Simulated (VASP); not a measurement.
Write the native input for VASP 6.6.1 that does the following.

```
Task                   : relaxation of cell and atoms
Functional             : PBEsol
Potentials or basis    : VASP PAW PBE potentials, release 64 (Na_pv)
Cutoff                 : 500 eV
k mesh                 : 7 × 7 × 7
Occupations            : methfessel-paxton, width 0.1 eV
Spin                   : no spin polarisation
Dipole correction      : no
Further INCAR settings : ALGO = Normal; EDIFF = 1e-07; IBRION = 2; EDIFFG = -0.03; NSW = 80; ISIF = 3
```

The structure of Na lies in POSCAR:

```
Na
1.0
    0.0000000000      2.6950000000      2.6950000000
    2.6950000000      0.0000000000      2.6950000000
    2.6950000000      2.6950000000      0.0000000000
Na
1
Direct
    0.0000000000      0.0000000000      0.0000000000
```

This isn't the form of Na at room conditions, which is bcc.

These files were run (other wordings do the same):

INCAR

```
ALGO = Normal ; EDIFF = 1E-7
EDIFFG = -0.03 ; ENCUT = 500
GGA = PS ; GGA_COMPAT = False
IBRION = 2 ; ISIF = 3
ISMEAR = 1 ; LASPH = True
LCHARG = False ; LREAL = False
LWAVE = False ; NELM = 120
NELMIN = 4 ; NSW = 80
PREC = Accurate ; SIGMA = 0.1
```

KPOINTS

```
k-points
0
Gamma
  7 7 7
```

Potentials or basis: VASP PAW PBE potentials, release 64 (Na_pv).

The run is started by

```sh
$ cat potpaw_PBE.64/Na_pv/POTCAR > POTCAR
$ mpirun -np 1 vasp_std > vasp.out
```

It gave:

- Relaxed volume: 36.12 Å³/atom
- Relaxed cell: a = 3.710 Å, b = 3.710 Å, c = 3.710 Å, α = 60.00°, β = 60.00°, γ = 60.00°
- Space group after relaxing (to 0.1 Å): Fm-3m (No. 225)
- Energy gained by relaxing: 5.5 meV/atom
- Ionic steps: 3
- Pressure after relaxing: 0.0 GPa
- Band gap on the k mesh: zero (an odd number of electrons rules out a gap without spin polarisation)

Caveat: the PAW data sets were made with another functional, which shifts forces and pressure a little.

It took 7 s on 1 thread of Intel(R) Xeon(R) Platinum 8559C (Emerald Rapids), with other jobs on the host, peak memory 0.14 GiB.
